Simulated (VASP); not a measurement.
# C: single point with LDA

C:

```xyz
8
Lattice="-2.4104 2.3622 2.3622 2.4104 -2.4586 2.4586 2.4104 2.4586 -2.4586" Properties=species:S:1:pos:R:3 pbc="T T T"
C    -0.7845    0.7688    0.7688
C     1.6259    1.5934    1.5934
C     0.7845   -0.8002    0.8002
C     0.7845    0.8002   -0.8002
C     1.6259   -1.6584    1.6584
C     0.7845    0.7688    0.7688
C    -1.6259    1.5934    1.5934
C     1.6259    1.6584   -1.6584
```

This cell differs from its parent crystal: strain -0.0400 x Voigt [0, 0, 0, 1, 0, 0].

* Program: VASP 6.6.1
* Task: single point
* Functional: LDA
* Potentials or basis: VASP PAW LDA potentials, release 64 (C)
* Cutoff: 520 eV
* k mesh: 8 × 8 × 8
* Occupations: gaussian, width 0.05 eV
* Spin: no spin polarisation
* Dipole correction: no
* Further INCAR settings: ALGO = Normal; EDIFF = 1e-06; NBANDS = 26

The pressure is 1.2 GPa. The largest force is 0.142 eV/Å and the band gap on the k mesh is 2.70 eV, indirect (least direct gap 3.59 eV).

Forces in eV/Å, atoms in the order of the input:
```
C    0.046 -0.038 -0.038
C    0.046  0.038  0.038
C    0.065 -0.089  0.089
C    0.065  0.089 -0.089
C   -0.065  0.089 -0.089
C   -0.046 -0.038 -0.038
C   -0.046  0.038  0.038
C   -0.065 -0.089  0.089
```

Stress tensor (GPa, compression positive):
```
 1.27  0.00  0.00
 0.00  1.20 11.80
 0.00 11.80  1.20
```

Levels at points of the mesh, in eV from the valence-band top:
```tsv
k point	band 13	band 14	band 15	band 16	band 17	band 18	band 19	band 20
(0.00, 0.00, 0.00)	-5.56	-0.89	-0.57	-0.22	3.77	3.86	3.99	7.64
(0.50, 0.00, 0.00)	-3.26	-3.10	-2.65	-2.54	3.71	5.46	5.79	6.06
(0.00, 0.50, 0.00)	-3.34	-3.32	-2.58	-2.37	3.63	5.29	5.64	6.16
(0.00, 0.50, 0.50)	-3.52	-3.52	-2.66	-2.15	3.66	5.10	5.40	6.32
(0.50, 0.50, 0.50)	-5.95	-0.45	-0.21	0.00	3.59	5.51	5.60	5.82
```

It took 63 s on 1 thread of AMD EPYC 9R45 96-Core Processor (Zen 5) (shared host), peak memory 0.18 GiB.

Caveat: the cell differs from its parent crystal (strain -0.0400 x Voigt [0, 0, 0, 1, 0, 0]). A k mesh can miss the band edges.
